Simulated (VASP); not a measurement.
# KCrF3 (Pm-3m) in VASP: a series of runs

Runs on KCrF3. Level: LDA. Tasks: single point.

Everything below comes from runs of VASP 6.6.1. Logs are shortened: lines on timing, memory, paths and dates and some standing lists are left out, and cuts for length are marked.

## (1) The cell of the first run

The structure is cubic, space group Pm-3m (No. 221). Conventional cell: a = 3.827 Å, b = 3.827 Å, c = 3.827 Å, α = 90.00°, β = 90.00°, γ = 90.00°. Within 3.6 Å of K (site symmetry m-3m) lie 12 F at 2.71 Å and 8 Cr at 3.31 Å. Cr (site symmetry m-3m) has 6 F at 1.91 Å within 2.5 Å. F (site symmetry 4/mmm) has 2 Cr at 1.91 Å within 2.5 Å.

## (2) Single point, LDA, collinear spin, ferromagnetic start

The input, INCAR:

```
PREC     = Accurate       # precision mode
ENCUT    = 520            # plane-wave cutoff, eV
EDIFF    = 1E-7           # SCF threshold, eV
ISMEAR   = -1             # smearing method
SIGMA    = 0.15           # smearing width, eV
LREAL    = False          # projectors in reciprocal space
LASPH    = True           # aspherical terms in the spheres
NELM     = 150            # most SCF steps
ALGO     = Normal         # electronic algorithm
ISIF     = 2              # what is computed and relaxed
LWAVE    = False          # write WAVECAR
LCHARG   = False          # write CHGCAR
ISPIN    = 2              # spin polarisation
MAGMOM   = 0 2.1 0 0 0    # initial moments
LORBIT   = 11             # projections on sites
LMAXMIX  = 4              # l up to which the mixer works
GGA      = CA             # functional
NBANDS   = 33             # bands
```

The input, KPOINTS:

```
Automatic mesh
0
Gamma
  6 6 6
```

The input, POSCAR:

```
KCrF3
1.0
    3.8269498036      0.0000000000      0.0000000000
    0.0000000000      3.8269498036      0.0000000000
    0.0000000000      0.0000000000      3.8269498036
K Cr F
1 1 3
Direct
    0.5000000000      0.5000000000      0.5000000000
    0.0000000000      0.0000000000      0.0000000000
    0.5000000000      0.0000000000      0.0000000000
    0.0000000000      0.0000000000      0.5000000000
    0.0000000000      0.5000000000      0.0000000000
```

Potentials or basis: VASP PAW LDA potentials, release 64 (K_sv, Cr_pv, F).

Run with:

```console
> cat potpaw_LDA.64/K_sv/POTCAR potpaw_LDA.64/Cr_pv/POTCAR potpaw_LDA.64/F/POTCAR > POTCAR
> mpirun -np 1 vasp_std > vasp.out
```

OUTCAR:

```text
PREC = Accurate
   ENCUT = 520
   EDIFF = 1E-7
   ISMEAR = -1
   LREAL = False
   LASPH = True
   NELM = 150
   ISIF = 2
   ISPIN = 2
   LORBIT = 11
   GGA = CA

 ion  position               nearest neighbor table
   1  0.500  0.500  0.500-   3 2.71   4 2.71   5 2.71   3 2.71   5 2.71   3 2.71   4 2.71   3 2.71
                             4 2.71   5 2.71   5 2.71   4 2.71   2 3.31   2 3.31   2 3.31   2 3.31
   2  0.000  0.000  0.000-   3 1.91   4 1.91   5 1.91   4 1.91   5 1.91   3 1.91   1 3.31   1 3.31
                             1 3.31   1 3.31   1 3.31   1 3.31   1 3.31   1 3.31
   3  0.500  0.000  0.000-   2 1.91   2 1.91   1 2.71   1 2.71   1 2.71   1 2.71
   4  0.000  0.000  0.500-   2 1.91   2 1.91   1 2.71   1 2.71   1 2.71   1 2.71
   5  0.000  0.500  0.000-   2 1.91   2 1.91   1 2.71   1 2.71   1 2.71   1 2.71

  LATTYP: Found a simple cubic cell.
 ALAT       =     3.8269498036

  Lattice vectors:

 A1 = (   3.8269498036,   0.0000000000,   0.0000000000)
 A2 = (   0.0000000000,   3.8269498036,   0.0000000000)
 A3 = (   0.0000000000,   0.0000000000,   3.8269498036)

Analysis of symmetry for initial positions (statically):
=====================================================================
 Subroutine PRICEL returns:
 Original cell was already a primitive cell.

 Routine SETGRP: Setting up the symmetry group for a
 simple cubic supercell.

 Subroutine GETGRP returns: Found 48 space group operations
 (whereof 48 operations were pure point group operations)
 out of a pool of 48 trial point group operations.

The static configuration has the point symmetry O_h .

Analysis of symmetry for dynamics (positions and initial velocities):
=====================================================================
 Subroutine PRICEL returns:
 Original cell was already a primitive cell.

 Routine SETGRP: Setting up the symmetry group for a
 simple cubic supercell.

 Subroutine GETGRP returns: Found 48 space group operations
 (whereof 48 operations were pure point group operations)
 out of a pool of 48 trial point group operations.

The dynamic configuration has the point symmetry O_h .

Analysis of structural, dynamic, and magnetic symmetry:
=====================================================================
 Subroutine PRICEL returns:
 Original cell was already a primitive cell.

 Routine SETGRP: Setting up the symmetry group for a
 simple cubic supercell.

 Subroutine GETGRP returns: Found 48 space group operations
 (whereof 48 operations were pure point group operations)
 out of a pool of 48 trial point group operations.

The overall configuration has the point symmetry O_h .

 Subroutine INISYM returns: Found 48 space group operations
 (whereof 48 operations are pure point group operations),
 and found     1 'primitive' translations

----------------------------------------------------------------------------------------

                                     Primitive cell

  volume of cell :      56.0478

  direct lattice vectors                    reciprocal lattice vectors
     3.826949804  0.000000000  0.000000000     0.261304708  0.000000000  0.000000000
     0.000000000  3.826949804  0.000000000     0.000000000  0.261304708  0.000000000
     0.000000000  0.000000000  3.826949804     0.000000000  0.000000000  0.261304708

  length of vectors
     3.826949804  3.826949804  3.826949804     0.261304708  0.261304708  0.261304708

  position of ions in fractional coordinates (direct lattice)
     0.500000000  0.500000000  0.500000000
     0.000000000  0.000000000  0.000000000
     0.500000000  0.000000000  0.000000000
     0.000000000  0.000000000  0.500000000
     0.000000000  0.500000000  0.000000000

  ion indices of the primitive-cell ions
   primitive index   ion index
                 1           1
                 2           2
                 3           3
                 4           4
                 5           5

----------------------------------------------------------------------------------------

 KPOINTS: Automatic mesh

Automatic generation of k-mesh.
 Grid dimensions read from file:
 generate k-points for:    6    6    6

 Generating k-lattice:

  Cartesian coordinates                     Fractional coordinates (reciprocal lattice)
     0.043550785  0.000000000  0.000000000     0.166666667  0.000000000  0.000000000
     0.000000000  0.043550785  0.000000000     0.000000000  0.166666667  0.000000000
     0.000000000  0.000000000  0.043550785     0.000000000  0.000000000  0.166666667

  Length of vectors
     0.043550785  0.043550785  0.043550785

  Shift w.r.t. Gamma in fractional coordinates (k-lattice)
     0.000000000  0.000000000  0.000000000

 Subroutine IBZKPT returns following result:
 ===========================================

 Found     20 irreducible k-points:

 Following reciprocal coordinates:
            Coordinates               Weight
  0.000000  0.000000  0.000000      1.000000
  0.166667  0.000000  0.000000      6.000000
  0.333333  0.000000  0.000000      6.000000
  0.500000  0.000000  0.000000      3.000000
  0.166667  0.166667  0.000000     12.000000
  0.333333  0.166667  0.000000     24.000000
[... 12 lines left out ...]
  0.500000  0.500000  0.333333      6.000000
  0.500000  0.500000  0.500000      1.000000
   k-points           NKPTS =     20   k-points in BZ     NKDIM =     20   number of bands    NBANDS=     33
   number of dos      NEDOS =    301   number of ions     NIONS =      5
   total plane-waves  NPLWV =  21952
   dimension x,y,z NGX =    28 NGY =   28 NGZ =   28
   dimension x,y,z NGXF=    56 NGYF=   56 NGZF=   56
   ions per type =               1   1   3
   NGX,Y,Z   is equivalent  to a cutoff of  12.16, 12.16, 12.16 a.u.
   NGXF,Y,Z  is equivalent  to a cutoff of  24.33, 24.33, 24.33 a.u.
 SYSTEM =  unknown system
   PREC   = accura    normal or accurate (medium, high low for compatibility)
   ISTART =      0    job   : 0-new  1-cont  2-samecut
   ICHARG =      2    charge: 1-file 2-atom 10-const
   ISPIN  =      2    spin polarized calculation?
   LNONCOLLINEAR =      F non collinear calculations
   LSORBIT =      F    spin-orbit coupling
   LASPH  =      T    aspherical Exc in radial PAW
   ENCUT  =  520.0 eV  38.22 Ry    6.18 a.u.   7.12  7.12  7.12*2*pi/ulx,y,z
   NELM   =    150;   NELMIN=  2; NELMDL= -5     # of ELM steps
   EDIFF  = 0.1E-06   stopping-criterion for ELM
   LREAL  =      F    real-space projection
   EDIFFG = 0.1E-05   stopping-criterion for IOM
   NSW    =      0    number of steps for IOM
   IBRION =     -1    ionic relax: 0-MD 1-quasi-New 2-CG
   NFREE  =      0    steps in history (QN), initial steepest desc. (CG)
   ISIF   =      2    stress and relaxation
   ISYM   =      2    0-nonsym 1-usesym 2-fastsym
   POTIM  = 0.5000    time-step for ionic-motion
   TEBEG  =    0.0;   TEEND  =   0.0 temperature during run
   PSTRESS=    0.0 pullay stress
   NELECT =      42.0000    total number of electrons
   NUPDOWN=      -1.0000    fix difference up-down
   EMIN   =  10.00;   EMAX   =-10.00  energy-range for DOS
   EFERMI =   0.00;   METHOD = LEGACY
   ISMEAR =    -1;   SIGMA  =   0.15  broadening in eV -4-tet -1-fermi 0-gaus
   EFERMI_NEDOS =   21; number of points for ismear=-14 and -15
   IALGO  =     38    algorithm
   IMIX   =      4    mixing-type and parameters
     AMIX     =   0.40;   BMIX     =  1.00
     AMIX_MAG =   1.60;   BMIX_MAG =  1.00
  volume/ion in A,a.u.               =      11.21        75.65
  Fermi-wavevector in a.u.,A,eV,Ry     =   1.486980  2.809985 30.083976  2.211110
  Thomas-Fermi vector in A             =   2.600198
   LORBIT       =     11    0 simple, 1 ext, 2 COOP (PROOUT), +10 PAW based schemes
   GGA     = CA    functional components
   LHFCALC =     F    Hartree Fock is set to
   AEXX    =    0.0000 exact exchange contribution
   IVDW    =     0    specifies the selected vdW correction
   LEPSILON=     F    determine dielectric tensor
   LRPA    =     F    only Hartree local field effects (RPA)
 spin polarized calculation
  energy-cutoff  :      520.00
  volume of cell :       56.05
 maximum number of plane-waves:      1532
   NGX = 15   NGY = 15   NGZ = 15

 number of electron      41.9999969 magnetization       3.6133791

 Free energy of the ion-electron system (eV)
  ---------------------------------------------------
  ext. energy  EPLUGINS =         0.00000000
  ---------------------------------------------------
  free energy    TOTEN  =       -30.26819197 eV

  energy without entropy =      -30.15044009  energy(sigma->0) =      -30.20931603

 E-fermi :   7.1540     XC(G=0): -11.6017

 val. band max:        7.1330492212   @ k =   0.5000   0.0000   0.0000
 cond. band min:       7.2142885667   @ k =   0.1667   0.0000   0.0000
 fundamental gap:      0.0812393455
 Fermi energy:         7.1540041733

 spin component 1

 k-point     1 :       0.0000    0.0000    0.0000
  band No.  band energies     occupation
      1     -37.6890      1.00000
      2     -37.6890      1.00000
      3     -37.6890      1.00000
      4     -25.2489      1.00000
      5     -20.6234      1.00000
      6     -19.9936      1.00000
[... 709 lines left out ...]
     32      16.0366      0.00000
     33      16.0366      0.00000
 Fermi energy:         7.1540041733

 spin component 2

 k-point     1 :       0.0000    0.0000    0.0000
  band No.  band energies     occupation
      1     -34.6317      1.00000
      2     -34.6317      1.00000
      3     -34.6317      1.00000
      4     -25.2418      1.00000
      5     -20.4738      1.00000
      6     -19.8514      1.00000
[... 709 lines left out ...]
     32      16.2184      0.00000
     33      16.2184      0.00000

------------------------ aborting loop because EDIFF is reached ----------------------------------------

  FORCE on cell =-STRESS in cart. coord.  units (eV):
  Direction    XX          YY          ZZ          XY          YZ          ZX
  --------------------------------------------------------------------------------------
  -------------------------------------------------------------------------------------
  Total        6.9443393      6.9443393      6.9443393     -0.0000000     -0.0000000     -0.0000000
  in kB      198.5103792    198.5103792    198.5103792     -0.0000000     -0.0000000     -0.0000000
  external PRESSURE =     198.5103792 kB  Pullay stress =       0.0000000 kB

 VOLUME and BASIS-vectors are now :
 -----------------------------------------------------------------------------
  energy-cutoff  :      520.00
  volume of cell :       56.05
      direct lattice vectors                 reciprocal lattice vectors
     3.826949804  0.000000000  0.000000000     0.261304708  0.000000000  0.000000000
     0.000000000  3.826949804  0.000000000     0.000000000  0.261304708  0.000000000
     0.000000000  0.000000000  3.826949804     0.000000000  0.000000000  0.261304708

 POSITION                                       TOTAL-FORCE (eV/Angst)
 -----------------------------------------------------------------------------------
      1.91347      1.91347      1.91347         0.000000      0.000000      0.000000
      0.00000      0.00000      0.00000         0.000000      0.000000      0.000000
      1.91347      0.00000      0.00000         0.000000      0.000000      0.000000
      0.00000      0.00000      1.91347         0.000000      0.000000      0.000000
      0.00000      1.91347      0.00000         0.000000      0.000000      0.000000
 -----------------------------------------------------------------------------------
    total drift:                                0.000000      0.000000     -0.000000

  FREE ENERGIE OF THE ION-ELECTRON SYSTEM (eV)
  ---------------------------------------------------
  free  energy   TOTEN  =       -30.2681919743 eV

  energy  without entropy=      -30.1504400924  energy(sigma->0) =      -30.20931603

 total charge

# of ion       s       p       d       tot
------------------------------------------
    1        1.956   5.580   0.046   7.582
    2        0.235   6.303   4.435  10.973
    3        1.730   4.391   0.000   6.121
    4        1.730   4.391   0.000   6.121
    5        1.730   4.391   0.000   6.121
--------------------------------------------------
tot          7.381  25.055   4.481  36.917

 magnetization (x)

# of ion       s       p       d       tot
------------------------------------------
    1       -0.000   0.000   0.003   0.003
    2        0.017   0.019   3.246   3.281
    3        0.006   0.039   0.000   0.045
    4        0.006   0.039   0.000   0.045
    5        0.006   0.039   0.000   0.045
--------------------------------------------------
tot          0.035   0.137   3.248   3.420
```

Run time: 55 s. Hardware: 1 thread of Intel Xeon Platinum 8375C at 2.90GHz (Ice Lake), shared host; peak memory 0.18 GiB.

Results:

```
Free energy                                           : -30.2682 eV
Pressure                                              : 19.9 GPa
Net moment                                            : 3.61 μB per cell
Site moments                                          : K +0.00; Cr +3.28; F +0.04 μB
Valence electrons inside the program's atomic spheres : K 7.58; Cr 10.97; F 6.12
```

Caveat: the cell stands under pressure; a cell with one magnetic atom can't hold antiferromagnetic order, which such compounds often take; semilocal functionals often make such compounds metallic where correlation or magnetic order opens a gap, which also shifts bond lengths.

(Part 1 of 2 ends here.)
